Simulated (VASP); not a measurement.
Co, 1 atom in the cell. The structure is cubic, space group Fm-3m (No. 225). The conventional cell has a = 3.592 Å, b = 3.592 Å, c = 3.592 Å, α = 90.00°, β = 90.00°, γ = 90.00°. Within 3.4 Å of Co (site symmetry m-3m) lie 12 Co at 2.54 Å.  This cell differs from its parent crystal: volume scaled by 1.04.

| Quantity | Value |
| --- | --- |
| Program | VASP 6.6.1 |
| Task | single point |
| Functional | revPBE |
| Potentials or basis | VASP PAW PBE potentials, release 64 (Co) |
| Cutoff | 520 eV |
| k mesh | 17 × 17 × 17 |
| Occupations | fermi-dirac, width 0.05 eV |
| Spin | collinear spin, ferromagnetic start |
| Starting moments | [1.757] μB |
| Dipole correction | no |
| Further INCAR settings | ALGO = Normal; EDIFF = 1e-06; NBANDS = 14 |

Potentials or basis: VASP PAW PBE potentials, release 64 (Co).

Launch:

```bash
$ cat potpaw_PBE.64/Co/POTCAR > POTCAR
$ mpirun -np 1 vasp_std > vasp.out
```

Hardware: 1 thread of Intel(R) Xeon(R) Platinum 8259CL CPU @ 2.50GHz (Skylake/Cascade Lake), on a shared host.

Estimate the wall time of this run.

Wall time 52 s on 1 thread of Intel(R) Xeon(R) Platinum 8259CL CPU @ 2.50GHz (Skylake/Cascade Lake) (shared host), peak memory 0.16 GiB. Counts: scf iterations 14, k points 165.
